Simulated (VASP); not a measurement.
# Yb (P6_3/mmc) in VASP: a series of runs

Runs on Yb. Level: PBEsol. Tasks: single point.

All numbers are computed with VASP 6.6.1; they aren't measurements. Logs are shortened: lines on timing, memory, paths and dates and some standing lists are left out, and cuts for length are marked.

### 1 The cell of the first run

Symmetry: P6_3/mmc, No. 194, hexagonal system. The conventional cell has a = 3.520 Å, b = 3.520 Å, c = 5.775 Å, α = 90.00°, β = 90.00°, γ = 120.00°. Yb (site symmetry -6m2) has 12 Yb at 3.52 to 3.53 Å within 4.6 Å.

This isn't the form of Yb at room conditions, which is fcc.

### 2 Single point, PBEsol (30.98 Å³/atom)

INCAR

```
ALGO = Normal
EDIFF = 1E-6
ENCUT = 520
GGA = PS
ISIF = 2
ISMEAR = -1
LASPH = T
LCHARG = T
LELF = T
LREAL = F
LVHAR = T
LWAVE = F
NBANDS = 31
NELM = 100
PREC = Accurate
SIGMA = 0.1
```

KPOINTS

```
k-points
0
Gamma
  12 12 6
```

POSCAR

```
Yb
1.0
    3.5199774335      0.0000000000      0.0000000000
   -1.7599887167      3.0483898782      0.0000000000
    0.0000000000      0.0000000000      5.7751721956
Yb
2
Direct
    0.3333333333      0.6666666667      0.2500000000
    0.6666666667      0.3333333333      0.7500000000
```

Potentials or basis: VASP PAW PBE potentials, release 64 (Yb).

Run with:

```sh
$ cat potpaw_PBE.64/Yb/POTCAR > POTCAR
$ mpirun -np 1 vasp_std > vasp.out
```

OUTCAR:

```text
EDIFF = 1E-6
   ENCUT = 520
   GGA = PS
   ISIF = 2
   ISMEAR = -1
   LASPH = T
   LREAL = F
   NELM = 100
   PREC = Accurate

 ion  position               nearest neighbor table
   1  0.333  0.667  0.250-   2 3.53   2 3.53   2 3.53   2 3.53   2 3.53   2 3.53
   2  0.667  0.333  0.750-   1 3.53   1 3.53   1 3.53   1 3.53   1 3.53   1 3.53

  LATTYP: Found a hexagonal cell.
 ALAT       =     3.5199774335
 C/A-ratio  =     1.6406844375

  Lattice vectors:

 A1 = (   3.5199774335,   0.0000000000,   0.0000000000)
 A2 = (  -1.7599887167,   3.0483898782,   0.0000000000)
 A3 = (   0.0000000000,   0.0000000000,   5.7751721956)

Analysis of symmetry for initial positions (statically):
=====================================================================
 Subroutine PRICEL returns:
 Original cell was already a primitive cell.

 Routine SETGRP: Setting up the symmetry group for a
 hexagonal supercell.

 Subroutine GETGRP returns: Found 24 space group operations
 (whereof 12 operations were pure point group operations)
 out of a pool of 24 trial point group operations.

The static configuration has the point symmetry D_3d.
 The point group associated with its full space group is D_6h.

Analysis of symmetry for dynamics (positions and initial velocities):
=====================================================================
 Subroutine PRICEL returns:
 Original cell was already a primitive cell.

 Routine SETGRP: Setting up the symmetry group for a
 hexagonal supercell.

 Subroutine GETGRP returns: Found 24 space group operations
 (whereof 12 operations were pure point group operations)
 out of a pool of 24 trial point group operations.

The dynamic configuration has the point symmetry D_3d.
 The point group associated with its full space group is D_6h.

 Subroutine INISYM returns: Found 24 space group operations
 (whereof 12 operations are pure point group operations),
 and found     1 'primitive' translations

----------------------------------------------------------------------------------------

                                     Primitive cell

  volume of cell :      61.9691

  direct lattice vectors                    reciprocal lattice vectors
     3.519977433  0.000000000  0.000000000     0.284092730  0.164021014  0.000000000
    -1.759988717  3.048389878  0.000000000     0.000000000  0.328042029  0.000000000
     0.000000000  0.000000000  5.775172196     0.000000000  0.000000000  0.173155010

  length of vectors
     3.519977433  3.519977434  5.775172196     0.328042029  0.328042029  0.173155010

  position of ions in fractional coordinates (direct lattice)
     0.333333333  0.666666667  0.250000000
     0.666666667  0.333333333  0.750000000

  ion indices of the primitive-cell ions
   primitive index   ion index
                 1           1
                 2           2

----------------------------------------------------------------------------------------

 KPOINTS: k-points

Automatic generation of k-mesh.
 Grid dimensions read from file:
 generate k-points for:   12   12    6

 Generating k-lattice:

  Cartesian coordinates                     Fractional coordinates (reciprocal lattice)
     0.023674394  0.013668418  0.000000000     0.083333333  0.000000000  0.000000000
     0.000000000  0.027336836  0.000000000     0.000000000  0.083333333  0.000000000
     0.000000000  0.000000000  0.028859168     0.000000000  0.000000000  0.166666667

  Length of vectors
     0.027336836  0.027336836  0.028859168

  Shift w.r.t. Gamma in fractional coordinates (k-lattice)
     0.000000000  0.000000000  0.000000000

 Subroutine IBZKPT returns following result:
 ===========================================

 Found     76 irreducible k-points:

 Following reciprocal coordinates:
            Coordinates               Weight
  0.000000  0.000000  0.000000      1.000000
  0.083333 -0.000000  0.000000      6.000000
  0.166667  0.000000  0.000000      6.000000
  0.250000 -0.000000  0.000000      6.000000
  0.333333  0.000000  0.000000      6.000000
  0.416667  0.000000  0.000000      6.000000
[... 16 lines left out ...]
  0.250000 -0.000000  0.166667     12.000000
  0.333333  0.000000  0.166667     12.000000
 [... further k-points ...]
   k-points           NKPTS =     76   k-points in BZ     NKDIM =     76   number of bands    NBANDS=     31
   number of dos      NEDOS =    301   number of ions     NIONS =      2
   total plane-waves  NPLWV =  37632
   dimension x,y,z NGX =    28 NGY =   28 NGZ =   48
   dimension x,y,z NGXF=    56 NGYF=   56 NGZF=   96
   ions per type =               2
   NGX,Y,Z   is equivalent  to a cutoff of  13.22, 13.22, 13.82 a.u.
   NGXF,Y,Z  is equivalent  to a cutoff of  26.45, 26.45, 27.63 a.u.
 SYSTEM =  unknown system
   PREC   = accura    normal or accurate (medium, high low for compatibility)
   ISTART =      0    job   : 0-new  1-cont  2-samecut
   ICHARG =      2    charge: 1-file 2-atom 10-const
   ISPIN  =      1    spin polarized calculation?
   LNONCOLLINEAR =      F non collinear calculations
   LSORBIT =      F    spin-orbit coupling
   LASPH  =      T    aspherical Exc in radial PAW
   ENCUT  =  520.0 eV  38.22 Ry    6.18 a.u.   6.54  6.54 10.74*2*pi/ulx,y,z
   NELM   =    100;   NELMIN=  2; NELMDL= -5     # of ELM steps
   EDIFF  = 0.1E-05   stopping-criterion for ELM
   LREAL  =      F    real-space projection
   EDIFFG = 0.1E-04   stopping-criterion for IOM
   NSW    =      0    number of steps for IOM
   IBRION =     -1    ionic relax: 0-MD 1-quasi-New 2-CG
   NFREE  =      0    steps in history (QN), initial steepest desc. (CG)
   ISIF   =      2    stress and relaxation
   ISYM   =      2    0-nonsym 1-usesym 2-fastsym
   POTIM  = 0.5000    time-step for ionic-motion
   TEBEG  =    0.0;   TEEND  =   0.0 temperature during run
   PSTRESS=    0.0 pullay stress
   NELECT =      48.0000    total number of electrons
   NUPDOWN=      -1.0000    fix difference up-down
   EMIN   =  10.00;   EMAX   =-10.00  energy-range for DOS
   EFERMI =   0.00;   METHOD = LEGACY
   ISMEAR =    -1;   SIGMA  =   0.10  broadening in eV -4-tet -1-fermi 0-gaus
   EFERMI_NEDOS =   21; number of points for ismear=-14 and -15
   IALGO  =     38    algorithm
   IMIX   =      4    mixing-type and parameters
     AMIX     =   0.40;   BMIX     =  1.00
     AMIX_MAG =   1.60;   BMIX_MAG =  1.00
  volume/ion in A,a.u.               =      30.98       209.09
  Fermi-wavevector in a.u.,A,eV,Ry     =   1.503477  2.841160 30.755197  2.260443
  Thomas-Fermi vector in A             =   2.614582
   LORBIT       =      0    0 simple, 1 ext, 2 COOP (PROOUT), +10 PAW based schemes
   GGA     = PS    functional components
   LHFCALC =     F    Hartree Fock is set to
   AEXX    =    0.0000 exact exchange contribution
   IVDW    =     0    specifies the selected vdW correction
   LEPSILON=     F    determine dielectric tensor
   LRPA    =     F    only Hartree local field effects (RPA)
 non-spin polarized calculation
  energy-cutoff  :      520.00
  volume of cell :       61.97
 maximum number of plane-waves:      1713
 NGX is ok and might be reduce to    28
   NGX = 13   NGY = 13   NGZ = 21

 number of electron      48.0000009 magnetization

 Free energy of the ion-electron system (eV)
  ---------------------------------------------------
  ext. energy  EPLUGINS =         0.00000000
  ---------------------------------------------------
  free energy    TOTEN  =        -7.91164700 eV

  energy without entropy =       -7.72972498  energy(sigma->0) =       -7.82068599

 E-fermi :   1.8931     XC(G=0): -10.2583

 val. band max:        1.8896963346   @ k =   0.2500   0.2500   0.0000
 cond. band min:       1.8985529048   @ k =   0.4167   0.0833   0.1667
 fundamental gap:      0.0088565702
 Fermi energy:         1.8931447191

 k-point     1 :       0.0000    0.0000    0.0000
  band No.  band energies     occupation
      1     -49.7868      2.00000
      2     -49.7547      2.00000
      3     -22.3761      2.00000
      4     -21.9044      2.00000
      5     -21.9044      2.00000
      6     -21.8332      2.00000
[... 23 lines left out ...]
     30       5.5173      0.00000
     31       6.3891      0.00000

 k-point     2 :       0.0833   -0.0000    0.0000
  band No.  band energies     occupation
      1     -49.7849      2.00000
      2     -49.7537      2.00000
      3     -22.3639      2.00000
      4     -21.9336      2.00000
      5     -21.9135      2.00000
      6     -21.8636      2.00000
[... 23 lines left out ...]
     30       5.6854      0.00000
     31       6.1724      0.00000

 k-point     3 :       0.1667    0.0000    0.0000
  band No.  band energies     occupation
      1     -49.7794      2.00000
      2     -49.7510      2.00000
      3     -22.3289      2.00000
      4     -22.0133      2.00000
      5     -21.9448      2.00000
      6     -21.9375      2.00000
[... 23 lines left out ...]
     30       5.6049      0.00000
     31       5.7897      0.00000

 k-point     4 :       0.2500   -0.0000    0.0000
  band No.  band energies     occupation
      1     -49.7716      2.00000
      2     -49.7476      2.00000
      3     -22.2765      2.00000
      4     -22.1221      2.00000
      5     -22.0512      2.00000
      6     -21.9692      2.00000
[... 23 lines left out ...]
     30       6.1965      0.00000
     31       6.3017      0.00000

 k-point     5 :       0.3333    0.0000    0.0000
  band No.  band energies     occupation
      1     -49.7633      2.00000
      2     -49.7448      2.00000
      3     -22.2305      2.00000
      4     -22.2152      2.00000
      5     -22.1532      2.00000
      6     -21.9998      2.00000
[... 23 lines left out ...]
     30       6.9607      0.00000
     31       7.3314      0.00000
[... 542 lines left out ...]
     30       5.5157      0.00000
     31       6.4959      0.00000

 k-point    22 :       0.1667    0.0000    0.1667
  band No.  band energies     occupation
      1     -49.7775      2.00000
      2     -49.7529      2.00000
      3     -22.3031      2.00000
      4     -22.0048      2.00000
      5     -21.9666      2.00000
      6     -21.9318      2.00000
[... 23 lines left out ...]
     30       5.8303      0.00000
     31       6.2804      0.00000

 k-point    23 :       0.2500   -0.0000    0.1667
  band No.  band energies     occupation
      1     -49.7700      2.00000
      2     -49.7492      2.00000
      3     -22.2684      2.00000
      4     -22.1044      2.00000
      5     -22.0675      2.00000
      6     -21.9625      2.00000
[... 23 lines left out ...]
     30       6.3242      0.00000
     31       6.4388      0.00000

 k-point    24 :       0.3333    0.0000    0.1667
  band No.  band energies     occupation
      1     -49.7620      2.00000
      2     -49.7460      2.00000
      3     -22.2736      2.00000
      4     -22.1851      2.00000
      5     -22.1357      2.00000
      6     -21.9925      2.00000
[... 23 lines left out ...]
     30       6.9969      0.00000
     31       7.2086      0.00000

 [... further k-points ...]
[... 5 lines left out ...]
  --------------------------------------------------------------------------------------
  -------------------------------------------------------------------------------------
  Total        0.0945701      0.0945701      0.1308510      0.0000000      0.0000000      0.0000000
  in kB        2.4450587      2.4450587      3.3830794      0.0000000      0.0000000      0.0000000
  external PRESSURE =       2.7577323 kB  Pullay stress =       0.0000000 kB

 VOLUME and BASIS-vectors are now :
 -----------------------------------------------------------------------------
  energy-cutoff  :      520.00
  volume of cell :       61.97
      direct lattice vectors                 reciprocal lattice vectors
     3.519977433  0.000000000  0.000000000     0.284092730  0.164021014  0.000000000
    -1.759988717  3.048389878  0.000000000     0.000000000  0.328042029  0.000000000
     0.000000000  0.000000000  5.775172196     0.000000000  0.000000000  0.173155010

 POSITION                                       TOTAL-FORCE (eV/Angst)
 -----------------------------------------------------------------------------------
     -0.00000      2.03226      1.44379        -0.000000      0.000000      0.000000
      1.75999      1.01613      4.33138         0.000000     -0.000000      0.000000
 -----------------------------------------------------------------------------------
    total drift:                                0.000000     -0.000000      0.000000

  FREE ENERGIE OF THE ION-ELECTRON SYSTEM (eV)
  ---------------------------------------------------
  free  energy   TOTEN  =        -7.9116470018 eV

  energy  without entropy=       -7.7297249847  energy(sigma->0) =       -7.82068599
```

Run time: 3.8 min. Hardware: 1 thread of Intel Xeon 8259CL, shared host; peak memory 0.28 GiB.

Results:

```yaml
Free_energy: -7.9116 eV
Pressure: 0.3 GPa
Band_gap_on_the_k_mesh: zero (bands 24 and 25 overlap by 0.41 eV)
```

Stress tensor (GPa, compression positive):
```
0.24 0.00 0.00
0.00 0.24 0.00
0.00 0.00 0.34
```

Caveat: the PAW data sets were made with another functional, which shifts forces and pressure a little; spin-orbit coupling is left out, which moves the levels of the heavy elements. Spin polarisation is off, so any magnetic state and its effect on volume and gap are missing.

### 3 Single point, PBEsol (32.28 Å³/atom)

This run uses another cell than the first one, of 32.28 Å³/atom.

INCAR

```
SYSTEM = Yb
PREC = Accurate
ENCUT = 520
EDIFF = 1E-7
ISMEAR = -1
SIGMA = 0.1
LREAL = .FALSE.
LASPH = .TRUE.
NELM = 80
ALGO = Normal
ISIF = 2
LWAVE = .FALSE.
LCHARG = .FALSE.
GGA = PS
NBANDS = 31
```

KPOINTS

```
Automatic mesh
0
G
  12 12 6
  0 0 0
```

POSCAR

```
Yb
1.0
    3.5682022951      0.0000000000      0.0000000000
   -1.7841011475      3.0901538334      0.0000000000
    0.0000000000      0.0000000000      5.8542939755
Yb
2
Direct
    0.3333333333      0.6666666667      0.2500000000
    0.6666666667      0.3333333333      0.7500000000
```

Potentials or basis: VASP PAW PBE potentials, release 64 (Yb).

Run with:

```sh
$ cat potpaw_PBE.64/Yb/POTCAR > POTCAR
$ mpirun -np 1 vasp_std > vasp.out
```

OUTCAR:

```text
SYSTEM = Yb
   PREC = Accurate
   ENCUT = 520
   EDIFF = 1E-7
   ISMEAR = -1
   LREAL = .FALSE.
   LASPH = .TRUE.
   NELM = 80
   ISIF = 2
   GGA = PS

 ion  position               nearest neighbor table
   1  0.333  0.667  0.250-   2 3.58   2 3.58   2 3.58   2 3.58   2 3.58   2 3.58
   2  0.667  0.333  0.750-   1 3.58   1 3.58   1 3.58   1 3.58   1 3.58   1 3.58

  LATTYP: Found a hexagonal cell.
 ALAT       =     3.5682022951
 C/A-ratio  =     1.6406844375

  Lattice vectors:

 A1 = (   3.5682022951,   0.0000000000,   0.0000000000)
 A2 = (  -1.7841011475,   3.0901538334,   0.0000000000)
 A3 = (   0.0000000000,   0.0000000000,   5.8542939755)

Analysis of symmetry for initial positions (statically):
=====================================================================
 Subroutine PRICEL returns:
 Original cell was already a primitive cell.

 Routine SETGRP: Setting up the symmetry group for a
 hexagonal supercell.

 Subroutine GETGRP returns: Found 24 space group operations
 (whereof 12 operations were pure point group operations)
[... 155 lines left out ...]

 number of electron      48.0000003 magnetization

 Free energy of the ion-electron system (eV)
  ---------------------------------------------------
  ext. energy  EPLUGINS =         0.00000000
  ---------------------------------------------------
  free energy    TOTEN  =        -7.91693023 eV

  energy without entropy =       -7.73050878  energy(sigma->0) =       -7.82371950

 E-fermi :   1.7670     XC(G=0): -10.0641

 val. band max:        1.7485190720   @ k =   0.2500   0.1667   0.0000
 cond. band min:       1.7824798548   @ k =   0.4167   0.0833   0.1667
 fundamental gap:      0.0339607828
 Fermi energy:         1.7669790767

 k-point     1 :       0.0000    0.0000    0.0000
  band No.  band energies     occupation
      1     -49.9501      2.00000
      2     -49.9235      2.00000
      3     -22.5071      2.00000
      4     -22.0944      2.00000
      5     -22.0944      2.00000
      6     -22.0314      2.00000
[... 805 lines left out ...]
     30       6.7160      0.00000
     31       6.9214      0.00000

 [... further k-points ...]
[... 5 lines left out ...]
  --------------------------------------------------------------------------------------
  -------------------------------------------------------------------------------------
  Total       -0.1426667     -0.1426667     -0.1381802     -0.0000000     -0.0000000      0.0000000
  in kB       -3.5410255     -3.5410255     -3.4296695     -0.0000000     -0.0000000      0.0000000
  external PRESSURE =      -3.5039068 kB  Pullay stress =       0.0000000 kB

 VOLUME and BASIS-vectors are now :
 -----------------------------------------------------------------------------
  energy-cutoff  :      520.00
  volume of cell :       64.55
      direct lattice vectors                 reciprocal lattice vectors
     3.568202295  0.000000000  0.000000000     0.280253169  0.161804242  0.000000000
    -1.784101147  3.090153833  0.000000000     0.000000000  0.323608485  0.000000000
     0.000000000  0.000000000  5.854293976     0.000000000  0.000000000  0.170814791

 POSITION                                       TOTAL-FORCE (eV/Angst)
 -----------------------------------------------------------------------------------
     -0.00000      2.06010      1.46357        -0.000000      0.000000      0.000000
      1.78410      1.03005      4.39072         0.000000      0.000000      0.000000
 -----------------------------------------------------------------------------------
    total drift:                                0.000000     -0.000000      0.000000

  FREE ENERGIE OF THE ION-ELECTRON SYSTEM (eV)
  ---------------------------------------------------
  free  energy   TOTEN  =        -7.9169302327 eV

  energy  without entropy=       -7.7305087766  energy(sigma->0) =       -7.82371950
```

OSZICAR:

```text
N       E                     dE             d eps       ncg     rms          rms(c)
[... 25 lines left out ...]
DAV:  26    -0.791695962233E+01    0.55210E-04   -0.20560E-05  7747   0.194E-01    0.597E-01
DAV:  27    -0.791695126837E+01    0.83540E-05   -0.11821E-05  8720   0.807E-02    0.449E-01
DAV:  28    -0.791693498964E+01    0.16279E-04   -0.90220E-06  5384   0.230E-01    0.235E-01
DAV:  29    -0.791693271738E+01    0.22723E-05   -0.77460E-06  8240   0.115E-01    0.725E-02
DAV:  30    -0.791693180240E+01    0.91498E-06   -0.15844E-06  7862   0.792E-02    0.530E-02
DAV:  31    -0.791693061568E+01    0.11867E-05   -0.11428E-06  6416   0.589E-02    0.217E-02
DAV:  32    -0.791693021180E+01    0.40388E-06   -0.37896E-07  4690   0.308E-02    0.101E-02
DAV:  33    -0.791693023271E+01   -0.20913E-07   -0.95258E-07  5890   0.128E-02
   1 F= -.79169302E+01 E0= -.78237195E+01  d E =-.186421E+00
```

Wall time 6.7 min (1 thread of Intel Xeon 8259CL, shared host); peak memory 0.29 GiB.

What came out:

* Free energy: -7.9169 eV
* Pressure: -0.4 GPa
* Band gap on the k mesh: zero (bands 24 and 25 overlap by 0.37 eV)

Levels at points of the mesh, in eV from the Fermi level:
```
           k point  band 21  band 22  band 23  band 24  band 25  band 26  band 27  band 28
(0.00, 0.00, 0.00)    -0.45    -0.45    -0.42    -0.42     0.63     2.87     2.91     2.91
(0.50, 0.00, 0.00)    -0.46    -0.45    -0.44    -0.42    -0.20     0.26     1.88     2.65
(0.00, 0.00, 0.50)    -0.44    -0.44    -0.42    -0.42     1.58     1.58     2.89     2.89
(0.50, 0.00, 0.50)    -0.46    -0.46    -0.45    -0.45     0.57     0.57     1.78     1.78
```

Caveat: the PAW data sets were made with another functional, which shifts forces and pressure a little; spin-orbit coupling is left out, which moves the levels of the heavy elements.

(Part 1 of 2 ends here.)

The gap in the log of VASP goes by the Fermi energy; the results here count the filled bands.